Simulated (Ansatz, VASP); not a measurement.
# Si in VASP and in Ansatz

File INCAR:

```
SYSTEM = Si
ALGO     = Normal         ! electronic algorithm
EDIFF    = 1E-8           ! SCF threshold, eV
ENCUT    = 520            ! plane-wave cutoff, eV
GGA      = PE             ! functional
ISIF     = 2              ! what is computed and relaxed
ISMEAR   = -1             ! smearing method
LASPH    = .True.         ! aspherical terms in the spheres
LCHARG   = .False.        ! write CHGCAR
LEFG     = .True.       
LREAL    = .False.        ! projectors in reciprocal space
LWAVE    = .False.        ! write WAVECAR
NBANDS   = 11             ! bands
NELM     = 100            ! most SCF steps
PREC     = Accurate       ! precision mode
SIGMA    = 0.05           ! smearing width, eV
```

The input KPOINTS:

```
k-points
0
Gamma
  16 16 16
  0 0 0
```

POSCAR

```
Si
1.0
   -2.2735100000      2.3921850000      1.2750000000
    2.2735100000     -2.3921850000      1.2750000000
    2.2735100000      2.3921850000     -1.2750000000
Si
2
Direct
    0.8070000000      0.5570000000      0.2500000000
    0.1930000000      0.4430000000      0.7500000000
```

Input for Ansatz:

```yaml
crystal:
  lattice:
    - [-2.27351, 2.392185, 1.275]
    - [2.27351, -2.392185, 1.275]
    - [2.27351, 2.392185, -1.275]
  atoms:
    - { symbol: Si, position: [0.807, 0.557, 0.25] }
    - { symbol: Si, position: [0.193, 0.443, 0.75] }
kpoints:
  mp_grid: { grid: [16, 16, 16] }
scf:
  occupations: { method: fermi_dirac, width: 0.05 }
hamiltonian:
  xc: pbe
  pseudopotentials: { kind: all_electron, datasets: crystal }
output:
  forces: true
  stress: true
  eigenvalues: true
  efg: { contact_densities: true }
```

Change from the starting cell: equal xx and yy strain of +1 %, crystal datasets.

Alike in both runs: task electric field gradients; functional PBE; k mesh 16 × 16 × 16; occupations fermi-dirac, width 0.05 eV; no spin polarisation.

|  | VASP | Ansatz |
| --- | --- | --- |
| version | VASP 6.6.1 | Ansatz 0.2.0 |
| potentials or method | VASP PAW PBE potentials, release 64 (Si), cutoff 520 eV | all-electron PAW with datasets made for the crystal, scalar-relativistic |

Ansatz gave:

```
pressure (GPa)                                                : 12.3
traceless stress, the component that is largest in VASP (GPa) : -0.67
rms of the force components (eV/Å)                            : 0.007
size of Vzz on the site where it differs most (V/Å²)          : 24.4
```

What did VASP give for the same quantities?

Pressure (GPa): 12.3; traceless stress, the component that is largest in VASP (GPa): -0.68; rms of the force components (eV/Å): 0.009; size of Vzz on the site where it differs most (V/Å²): 24.5.

Atom by atom the forces differ by 0.002 eV/Å (rms over components). Ansatz ran all-electron here, and VASP with PAW potentials.
